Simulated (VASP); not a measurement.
# Ni (Pm-3m) in VASP: a series of runs

Ni is run at these levels: RPBE; tasks: single point.

Program: VASP 6.6.1. These are calculated values, not measurements. Logs are shortened: lines on timing, memory, paths and dates and some standing lists are left out, and cuts for length are marked.

**1. The cell of the first run**

Symmetry: Pm-3m, No. 221, cubic system. Conventional cell: a = 2.251 Å, b = 2.251 Å, c = 2.251 Å, α = 90.00°, β = 90.00°, γ = 90.00°. Ni (site symmetry m-3m) has 6 Ni at 2.25 Å within 3.0 Å.

This isn't the form of Ni at room conditions, which is fcc.

**2. Single point, RPBE, collinear spin, ferromagnetic start (11.41 Å³/atom)**

INCAR reads:

```
ALGO     = Normal         # electronic algorithm
EDIFF    = 1E-6           # SCF threshold, eV
ENCUT    = 520            # plane-wave cutoff, eV
GGA      = RP             # functional
ISIF     = 2              # what is computed and relaxed
ISMEAR   = -1             # smearing method
ISPIN    = 2              # spin polarisation
LASPH    = True           # aspherical terms in the spheres
LCHARG   = True           # write CHGCAR
LELF     = True           # ELF
LMAXMIX  = 4              # l up to which the mixer works
LORBIT   = 11             # projections on sites
LREAL    = False          # projectors in reciprocal space
LVHAR    = True         
LWAVE    = False          # write WAVECAR
MAGMOM   = -0.65 -0.65    # initial moments
NBANDS   = 21             # bands
NELM     = 150            # most SCF steps
PREC     = Accurate       # precision mode
SIGMA    = 0.05           # smearing width, eV
```

KPOINTS reads:

```
k-points
0
Gamma
  13 13 13
```

POSCAR reads:

```
Ni
1.0
    0.0000000000      2.2512686830      2.2512686830
    2.2512686830      0.0000000000      2.2512686830
    2.2512686830      2.2512686830      0.0000000000
Ni
2
Direct
    0.0000000000      0.0000000000      0.0000000000
    0.5000000000      0.5000000000      0.5000000000
```

Potentials or basis: VASP PAW PBE potentials, release 64 (Ni).

The run is started by

```sh
> cat potpaw_PBE.64/Ni/POTCAR > POTCAR
> mpirun -np 1 vasp_std > vasp.out
```

OUTCAR:

```text
EDIFF = 1E-6
   ENCUT = 520
   GGA = RP
   ISIF = 2
   ISMEAR = -1
   ISPIN = 2
   LASPH = True
   LORBIT = 11
   LREAL = False
   NELM = 150
   PREC = Accurate

 ion  position               nearest neighbor table
   1  0.000  0.000  0.000-   2 2.25   2 2.25   2 2.25   2 2.25   2 2.25   2 2.25
   2  0.500  0.500  0.500-   1 2.25   1 2.25   1 2.25   1 2.25   1 2.25   1 2.25

  LATTYP: Found a face centered cubic cell.
 ALAT       =     4.5025373660

  Lattice vectors:

 A1 = (   0.0000000000,   2.2512686830,   2.2512686830)
 A2 = (   2.2512686830,   0.0000000000,   2.2512686830)
 A3 = (   2.2512686830,   2.2512686830,   0.0000000000)

Analysis of symmetry for initial positions (statically):
=====================================================================
 Subroutine PRICEL returns following result:

  LATTYP: Found a simple cubic cell.
 ALAT       =     2.2512686830

  Lattice vectors:

 A1 = (  -2.2512686830,   0.0000000000,   0.0000000000)
 A2 = (   0.0000000000,   0.0000000000,   2.2512686830)
 A3 = (   0.0000000000,   2.2512686830,   0.0000000000)

   2 primitive cells build up your supercell.

 Routine SETGRP: Setting up the symmetry group for a
 face centered cubic supercell.

 Subroutine GETGRP returns: Found 48 space group operations
 (whereof 48 operations were pure point group operations)
 out of a pool of 48 trial point group operations.

The static configuration has the point symmetry O_h .

Analysis of symmetry for dynamics (positions and initial velocities):
=====================================================================
 Subroutine PRICEL returns following result:

  LATTYP: Found a simple cubic cell.
 ALAT       =     2.2512686830

  Lattice vectors:

 A1 = (  -2.2512686830,   0.0000000000,   0.0000000000)
 A2 = (   0.0000000000,   0.0000000000,   2.2512686830)
 A3 = (   0.0000000000,   2.2512686830,   0.0000000000)

   2 primitive cells build up your supercell.

 Routine SETGRP: Setting up the symmetry group for a
 face centered cubic supercell.

 Subroutine GETGRP returns: Found 48 space group operations
 (whereof 48 operations were pure point group operations)
 out of a pool of 48 trial point group operations.

The dynamic configuration has the point symmetry O_h .

Analysis of structural, dynamic, and magnetic symmetry:
=====================================================================
 Subroutine PRICEL returns following result:

  LATTYP: Found a simple cubic cell.
 ALAT       =     2.2512686830

  Lattice vectors:

 A1 = (  -2.2512686830,   0.0000000000,   0.0000000000)
 A2 = (   0.0000000000,   0.0000000000,   2.2512686830)
 A3 = (   0.0000000000,   2.2512686830,   0.0000000000)

   2 primitive cells build up your supercell.

 Routine SETGRP: Setting up the symmetry group for a
 face centered cubic supercell.

 Subroutine GETGRP returns: Found 48 space group operations
 (whereof 48 operations were pure point group operations)
 out of a pool of 48 trial point group operations.

The overall configuration has the point symmetry O_h .

 Subroutine INISYM returns: Found 48 space group operations
 (whereof 48 operations are pure point group operations),
 and found     2 'primitive' translations

----------------------------------------------------------------------------------------

                                     Primitive cell

  volume of cell :      11.4099

  direct lattice vectors                    reciprocal lattice vectors
    -2.251268683  0.000000000  0.000000000    -0.444193982  0.000000000  0.000000000
     0.000000000  0.000000000  2.251268683     0.000000000  0.000000000  0.444193982
     0.000000000  2.251268683  0.000000000     0.000000000  0.444193982  0.000000000

  length of vectors
     2.251268683  2.251268683  2.251268683     0.444193982  0.444193982  0.444193982

  position of ions in fractional coordinates (direct lattice)
     0.000000000  0.000000000  0.000000000

  ion indices of the primitive-cell ions
   primitive index   ion index
                 1           1

----------------------------------------------------------------------------------------

 KPOINTS: k-points

Automatic generation of k-mesh.
 Grid dimensions read from file:
 generate k-points for:   13   13   13

 Generating k-lattice:

  Cartesian coordinates                     Fractional coordinates (reciprocal lattice)
    -0.017084384  0.017084384  0.017084384     0.076923077  0.000000000  0.000000000
     0.017084384 -0.017084384  0.017084384     0.000000000  0.076923077  0.000000000
     0.017084384  0.017084384 -0.017084384     0.000000000  0.000000000  0.076923077

  Length of vectors
     0.029591021  0.029591021  0.029591021

  Shift w.r.t. Gamma in fractional coordinates (k-lattice)
     0.000000000  0.000000000  0.000000000

 Subroutine IBZKPT returns following result:
 ===========================================

 Found     84 irreducible k-points:

 Following reciprocal coordinates:
            Coordinates               Weight
  0.000000  0.000000  0.000000      1.000000
  0.076923  0.000000  0.000000      8.000000
  0.153846  0.000000  0.000000      8.000000
  0.230769  0.000000  0.000000      8.000000
  0.307692  0.000000  0.000000      8.000000
  0.384615  0.000000  0.000000      8.000000
[... 16 lines left out ...]
  0.384615  0.153846  0.000000     24.000000
  0.461538  0.153846  0.000000     24.000000
 [... further k-points ...]
   k-points           NKPTS =     84   k-points in BZ     NKDIM =     84   number of bands    NBANDS=     21
   number of dos      NEDOS =    301   number of ions     NIONS =      2
   total plane-waves  NPLWV =  13824
   dimension x,y,z NGX =    24 NGY =   24 NGZ =   24
   dimension x,y,z NGXF=    48 NGYF=   48 NGZF=   48
   ions per type =               2
   NGX,Y,Z   is equivalent  to a cutoff of  12.53, 12.53, 12.53 a.u.
   NGXF,Y,Z  is equivalent  to a cutoff of  25.06, 25.06, 25.06 a.u.
 SYSTEM =  unknown system
   PREC   = accura    normal or accurate (medium, high low for compatibility)
   ISTART =      0    job   : 0-new  1-cont  2-samecut
   ICHARG =      2    charge: 1-file 2-atom 10-const
   ISPIN  =      2    spin polarized calculation?
   LNONCOLLINEAR =      F non collinear calculations
   LSORBIT =      F    spin-orbit coupling
   LASPH  =      T    aspherical Exc in radial PAW
   ENCUT  =  520.0 eV  38.22 Ry    6.18 a.u.   5.92  5.92  5.92*2*pi/ulx,y,z
   NELM   =    150;   NELMIN=  2; NELMDL= -5     # of ELM steps
   EDIFF  = 0.1E-05   stopping-criterion for ELM
   LREAL  =      F    real-space projection
   EDIFFG = 0.1E-04   stopping-criterion for IOM
   NSW    =      0    number of steps for IOM
   IBRION =     -1    ionic relax: 0-MD 1-quasi-New 2-CG
   NFREE  =      0    steps in history (QN), initial steepest desc. (CG)
   ISIF   =      2    stress and relaxation
   ISYM   =      2    0-nonsym 1-usesym 2-fastsym
   POTIM  = 0.5000    time-step for ionic-motion
   TEBEG  =    0.0;   TEEND  =   0.0 temperature during run
   PSTRESS=    0.0 pullay stress
   NELECT =      20.0000    total number of electrons
   NUPDOWN=      -1.0000    fix difference up-down
   EMIN   =  10.00;   EMAX   =-10.00  energy-range for DOS
   EFERMI =   0.00;   METHOD = LEGACY
   ISMEAR =    -1;   SIGMA  =   0.05  broadening in eV -4-tet -1-fermi 0-gaus
   EFERMI_NEDOS =   21; number of points for ismear=-14 and -15
   IALGO  =     38    algorithm
   IMIX   =      4    mixing-type and parameters
     AMIX     =   0.40;   BMIX     =  1.00
     AMIX_MAG =   1.60;   BMIX_MAG =  1.00
  volume/ion in A,a.u.               =      11.41        77.00
  Fermi-wavevector in a.u.,A,eV,Ry     =   1.566682  2.960600 33.395395  2.454492
  Thomas-Fermi vector in A             =   2.668974
   LORBIT       =     11    0 simple, 1 ext, 2 COOP (PROOUT), +10 PAW based schemes
   GGA     = RP    functional components
   LHFCALC =     F    Hartree Fock is set to
   AEXX    =    0.0000 exact exchange contribution
   IVDW    =     0    specifies the selected vdW correction
   LEPSILON=     F    determine dielectric tensor
   LRPA    =     F    only Hartree local field effects (RPA)
 spin polarized calculation
  energy-cutoff  :      520.00
  volume of cell :       22.82
 maximum number of plane-waves:       628
   NGX = 11   NGY = 11   NGZ = 11

 number of electron      20.0000004 magnetization      -0.9354488

 Free energy of the ion-electron system (eV)
  ---------------------------------------------------
  ext. energy  EPLUGINS =         0.00000000
  ---------------------------------------------------
  free energy    TOTEN  =        -8.36630079 eV

  energy without entropy =       -8.33884803  energy(sigma->0) =       -8.35257441

 E-fermi :   8.9014     XC(G=0): -12.7552

 val. band max:        8.9002141246   @ k =   0.3077   0.0769   0.0000
 cond. band min:       8.9014919996   @ k =  -0.3846   0.3846   0.1538
 fundamental gap:      0.0012778750
 Fermi energy:         8.9013825636

 spin component 1

 k-point     1 :       0.0000    0.0000    0.0000
  band No.  band energies     occupation
      1       0.2993      1.00000
      2       5.2649      1.00000
      3       5.2649      1.00000
      4       5.6715      1.00000
      5       5.6715      1.00000
      6       5.6715      1.00000
[... 550 lines left out ...]
      5       6.7229      1.00000
      6       7.3511      1.00000
[... 13 lines left out ...]
     20      36.8403      0.00000
     21      37.1153      0.00000

 [... further k-points ...]

 spin component 2

 k-point     1 :       0.0000    0.0000    0.0000
  band No.  band energies     occupation
      1       0.2820      1.00000
      2       4.9065      1.00000
      3       4.9065      1.00000
      4       5.2233      1.00000
      5       5.2233      1.00000
      6       5.2233      1.00000
[... 550 lines left out ...]
      5       6.3254      1.00000
      6       6.8659      1.00000
[... 13 lines left out ...]
     20      36.7799      0.00000
     21      37.0583      0.00000

 [... further k-points ...]

------------------------ aborting loop because EDIFF is reached ----------------------------------------

  FORCE on cell =-STRESS in cart. coord.  units (eV):
  Direction    XX          YY          ZZ          XY          YZ          ZX
  --------------------------------------------------------------------------------------
  -------------------------------------------------------------------------------------
  Total        3.3412812      3.3412812      3.3412812      0.0000000      0.0000000      0.0000000
  in kB      234.5911510    234.5911510    234.5911510      0.0000000      0.0000000      0.0000000
  external PRESSURE =     234.5911510 kB  Pullay stress =       0.0000000 kB

 VOLUME and BASIS-vectors are now :
 -----------------------------------------------------------------------------
  energy-cutoff  :      520.00
  volume of cell :       22.82
      direct lattice vectors                 reciprocal lattice vectors
     0.000000000  2.251268683  2.251268683    -0.222096991  0.222096991  0.222096991
     2.251268683  0.000000000  2.251268683     0.222096991 -0.222096991  0.222096991
     2.251268683  2.251268683  0.000000000     0.222096991  0.222096991 -0.222096991

 POSITION                                       TOTAL-FORCE (eV/Angst)
 -----------------------------------------------------------------------------------
      0.00000      0.00000      0.00000         0.000000      0.000000      0.000000
      2.25127      2.25127      2.25127        -0.000000     -0.000000     -0.000000
 -----------------------------------------------------------------------------------
    total drift:                                0.000000     -0.000000      0.000000

  FREE ENERGIE OF THE ION-ELECTRON SYSTEM (eV)
  ---------------------------------------------------
  free  energy   TOTEN  =        -8.3663007931 eV

  energy  without entropy=       -8.3388480301  energy(sigma->0) =       -8.35257441

 total charge

# of ion       s       p       d       tot
------------------------------------------
    1        0.546   0.456   8.400   9.403
    2        0.546   0.456   8.400   9.403
--------------------------------------------------
tot          1.092   0.913  16.800  18.805

 magnetization (x)

# of ion       s       p       d       tot
------------------------------------------
    1       -0.002   0.000  -0.467  -0.469
    2       -0.002   0.000  -0.467  -0.469
--------------------------------------------------
tot         -0.003   0.001  -0.935  -0.937
```

It took 36 s on 1 thread of Intel Xeon 6975P-C (Granite Rapids), shared host; peak memory 0.18 GiB.

Results:

| Property | Result |
| --- | --- |
| Free energy | -8.3663 eV |
| Pressure | 23.5 GPa |
| Net moment | -0.94 μB per cell |
| Site moments | Ni -0.47 μB |
| Valence electrons inside the program's atomic spheres | Ni 9.40 |

Caveat: the cell stands under pressure; the PAW data sets were made with another functional, which shifts forces and pressure a little.

**3. Single point, RPBE, collinear spin, ferromagnetic start (11.93 Å³/atom)**

This run uses another cell than the first one, of 11.93 Å³/atom.

INCAR reads:

```
PREC = Accurate
ENCUT = 520
EDIFF = 1E-6
ISMEAR = -1
SIGMA = 0.05
LREAL = False
LASPH = True
NELM = 150
ALGO = Normal
ISIF = 2
LWAVE = False
LCHARG = False
ISPIN = 2
MAGMOM = -0.65 -0.65
LORBIT = 11
LMAXMIX = 4
GGA = RP
NBANDS = 21
```

KPOINTS reads:

```
Automatic mesh
0
Gamma
  13 13 13
```

POSCAR reads:

```
Ni
1.0
    0.0000000000      2.2848746626      2.2848746626
    2.2848746626      0.0000000000      2.2848746626
    2.2848746626      2.2848746626      0.0000000000
Ni
2
Direct
    0.0000000000      0.0000000000      0.0000000000
    0.5000000000      0.5000000000      0.5000000000
```

Potentials or basis: VASP PAW PBE potentials, release 64 (Ni).

The run is started by

```sh
> cat potpaw_PBE.64/Ni/POTCAR > POTCAR
> mpirun -np 1 vasp_std > vasp.out
```

Wall time 34 s (1 thread of Intel Xeon 6975P-C (Granite Rapids), shared host); peak memory 0.18 GiB.

It converged, with:

- Free energy: -8.4867 eV
- Pressure: 14.1 GPa
- Net moment: -1.00 μB per cell
- Site moments: Ni -0.50 μB
- Valence electrons inside the program's atomic spheres: Ni 9.33

Levels at points of the mesh, in eV from the Fermi level:
Spin up:
```csv
k point,band 7,band 8,band 9,band 10,band 11,band 12
"(0.00, 0.00, 0.00)",0.29,0.29,0.29,1.06,1.06,12.41
```
Spin down:
| k point | band 8 | band 9 | band 10 | band 11 | band 12 | band 13 |
| --- | --- | --- | --- | --- | --- | --- |
| (0.00, 0.00, 0.00) | -0.35 | -0.35 | 0.54 | 0.54 | 12.33 | 12.33 |

Caveat: the cell stands under pressure; the PAW data sets were made with another functional, which shifts forces and pressure a little.

**4. Single point, RPBE, collinear spin, ferromagnetic start (12.45 Å³/atom)**

This run uses another cell than the first one, of 12.45 Å³/atom.

INCAR reads:

```
  PREC = Accurate
  ENCUT = 520
  EDIFF = 1E-6
  ISMEAR = -1
  SIGMA = 0.05
  LREAL = F
  LASPH = T
  NELM = 150
  ALGO = Normal
  ISIF = 2
  LWAVE = F
  LCHARG = F
  ISPIN = 2
  MAGMOM = -0.65 -0.65
  LORBIT = 11
  LMAXMIX = 4
  GGA = RP
  NBANDS = 21
```

KPOINTS is that of step 3.

POSCAR reads:

```
Ni
1.0
    0.0000000000      2.3175201398      2.3175201398
    2.3175201398      0.0000000000      2.3175201398
    2.3175201398      2.3175201398      0.0000000000
Ni
2
Direct
    0.0000000000      0.0000000000      0.0000000000
    0.5000000000      0.5000000000      0.5000000000
```

The run is started by

```sh
> cat potpaw_PBE.64/Ni/POTCAR > POTCAR
> mpirun -np 1 vasp_std > vasp.out
```

It took 33 s on 1 thread of Intel Xeon 6975P-C (Granite Rapids), shared host; peak memory 0.18 GiB.

It converged, with:

- Free energy: -8.5534 eV
- Pressure: 6.7 GPa
- Net moment: -1.09 μB per cell
- Site moments: Ni -0.55 μB
- Valence electrons inside the program's atomic spheres: Ni 9.26

Levels at points of the mesh, in eV from the Fermi level:
Spin up:
```tsv
k point	band 5	band 6	band 7	band 8	band 9	band 10	band 11	band 12	band 13	band 14
(0.00, 0.00, 0.00)	-2.81	-2.81	0.28	0.28	0.28	1.02	1.02	11.99	11.99	11.99
```
Spin down:
```csv
k point,band 7,band 8,band 9,band 10,band 11,band 12,band 13,band 14
"(0.00, 0.00, 0.00)",-0.39,-0.39,-0.39,0.44,0.44,11.91,11.91,11.91
```

Caveat: the cell stands under pressure; the PAW data sets were made with another functional, which shifts forces and pressure a little.

**5. Overview**

```tsv
cell	gap on the mesh (eV)	pressure (GPa)	moment (μB)
a = 3.184 Å, angles 60.0°, 2 atoms	none	23.5	0.94
a = 3.231 Å, angles 60.0°, 2 atoms	none	14.1	1.00
a = 3.277 Å, angles 60.0°, 2 atoms	none	6.7	1.09
```

Alike in all rows: task single point; level RPBE; potentials or basis VASP PAW PBE potentials, release 64 (Ni); spin collinear, ferromagnetic start; k mesh 13 × 13 × 13; cutoff (eV) 520; smearing fermi-dirac 0.05 eV.

Caveats: the cell stands under pressure; the PAW data sets were made with another functional, which shifts forces and pressure a little.

Total energies depend on the potentials used, so only differences within one code and one set of settings carry meaning.
